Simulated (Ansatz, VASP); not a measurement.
## Cs in VASP and in Ansatz

File INCAR:

```
  ALGO = Normal
  EDIFF = 1E-7
  ENCUT = 520
  GGA = RE
  ISIF = 2
  ISMEAR = -1
  LASPH = T
  LCHARG = F
  LREAL = F
  LWAVE = F
  NBANDS = 10
  NELM = 80
  PREC = Accurate
  SIGMA = 0.1
```

File KPOINTS:

```
k-points
0
Gamma
  8 8 8
```

POSCAR

```
Cs
1.0
    0.0000000000      3.8978908280      3.8978908280
    3.8978908280      0.0000000000      3.8978908280
    3.8978908280      3.8978908280      0.0000000000
Cs
1
Direct
    0.0000000000      0.0000000000      0.0000000000
```

Input for Ansatz:

```yaml
crystal:
  lattice:
    - [0.0, 3.897890828, 3.897890828]
    - [3.897890828, 0.0, 3.897890828]
    - [3.897890828, 3.897890828, 0.0]
  atoms:
    - { symbol: Cs, position: [0.0, 0.0, 0.0] }
hamiltonian:
  xc: revpbe
  pseudopotentials:
    kind: paw
    azcp:
      Cs: "pseudopotentials/Cs.paw.azcp"
basis:
  ecutwfc: 420
  fft_grid_basis: typed
kpoints:
  mp_grid: { grid: [8, 8, 8], shift: [0, 0, 0] }
magnetization:
  spin_polarized: false
scf:
  occupations: { method: fermi_dirac, width: 0.1 }
  lower_state_search: "off"
output:
  stress: true
```

Alike in both runs: task single point; functional revPBE; k mesh 8 × 8 × 8; occupations fermi-dirac, width 0.1 eV; no spin polarisation.

|  | VASP | Ansatz |
| --- | --- | --- |
| version | VASP 6.6.1 | Ansatz 0.2.0 |
| potentials or method | VASP PAW PBE potentials, release 64 (Cs_sv), cutoff 520 eV | plane waves (420 eV) with PAW, scalar-relativistic |
| valence electrons in the cell | 9 | 9 |

```tsv
	VASP	Ansatz	Ansatz less VASP
pressure (GPa)	0.2	0.2	+0.01
```

VASP's potentials were made for PBE, not for revPBE.

Neither program's run includes spin-orbit coupling.
